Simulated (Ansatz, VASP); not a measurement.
## Cr in VASP and in Ansatz

INCAR

```
SYSTEM = Cr
PREC = Accurate
ENCUT = 500
EDIFF = 1E-6
ISMEAR = 0
SIGMA = 0.3
LREAL = .FALSE.
LASPH = .TRUE.
NELM = 120
ALGO = Normal
ISIF = 2
LWAVE = .FALSE.
LCHARG = .FALSE.
NBANDS = 12
GGA_COMPAT = .FALSE.
```

KPOINTS

```
regular mesh
0
G
  16 16 16
  0 0 0
```

The input POSCAR:

```
Cr
1.0
   -1.3942485114      1.3942485114      1.3942485114
    1.3942485114     -1.3942485114      1.3942485114
    1.3942485114      1.3942485114     -1.3942485114
Cr
1
Direct
    0.0000000000      0.0000000000      0.0000000000
```

Input for Ansatz:

```yaml
crystal:
  lattice:
    - [-1.3942485114, 1.3942485114, 1.3942485114]
    - [1.3942485114, -1.3942485114, 1.3942485114]
    - [1.3942485114, 1.3942485114, -1.3942485114]
  atoms:
    - { symbol: Cr, position: [0.0, 0.0, 0.0] }
hamiltonian:
  xc: lda
  pseudopotentials:
    kind: paw
    azcp:
      Cr: "pseudopotentials/Cr.paw.azcp"
basis:
  ecutwfc: 420
  fft_grid_basis: typed
kpoints:
  mp_grid: { grid: [16, 16, 16], shift: [0, 0, 0] }
magnetization:
  spin_polarized: false
scf:
  occupations: { method: gaussian, width: 0.3 }
  lower_state_search: "off"
output:
  stress: true
  write_density: true
  write_potential: true
  elf: true
  volumetric_format: npy
```

Alike in both runs: task single point; functional LDA; k mesh 16 × 16 × 16; occupations gaussian, width 0.3 eV; no spin polarisation.

```csv
,VASP,Ansatz
version,VASP 6.6.1,Ansatz 0.2.0
potentials or method,"VASP PAW LDA potentials, release 64 (Cr_pv), cutoff 500 eV","plane waves (420 eV) with PAW, scalar-relativistic"
valence electrons in the cell,12,14
```

```tsv
	VASP	Ansatz	Ansatz less VASP
pressure (GPa)	0.1	0.1	+0.01
```

Ansatz warns that its potentials were made for another functional, while VASP's fit it. LDA's correlation is that of Perdew and Zunger in VASP and of Perdew and Wang (1992) in Ansatz. VASP's potentials hold 12 valence electrons a cell and Ansatz's 14, so a difference there can come from the potentials and not from the codes.
